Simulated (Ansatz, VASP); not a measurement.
## BaSc in VASP and in Ansatz

```
Ba Sc
1.0
     4.24625    0.00000    0.00000
     0.00000    4.24625    0.00000
     0.00000    0.00000    4.24625
Ba Sc
1 1
Direct
  0.50000 0.50000 0.50000
  0.00000 0.00000 0.00000
```

Alike in both runs: functional PBE; k mesh 10 × 10 × 10; occupations gaussian, width 0.1 eV; no spin polarisation.

Ansatz relaxed the structure, and its values are those at the end. VASP's run is a single point on that final structure, the one shown.

|  | VASP | Ansatz |
| --- | --- | --- |
| version | VASP 6.6.1 | Ansatz 0.2.0 |
| potentials or method | VASP PAW PBE potentials, release 64 (Ba_sv, Sc_sv), cutoff 520 eV | scalar-relativistic, plane waves, PAW |
| valence electrons in the cell | 21 | 21 |

```csv
,VASP,Ansatz,Ansatz less VASP
gap on the k mesh at the Fermi level (eV),none,none,-
pressure (GPa),0.2,0.0,-0.21
```

A gap of «none» marks a metal or a gap that the smearing closes. With one functional, cell and mesh, what is left measures potentials, basis and numerics.

Neither program's run includes spin-orbit coupling.
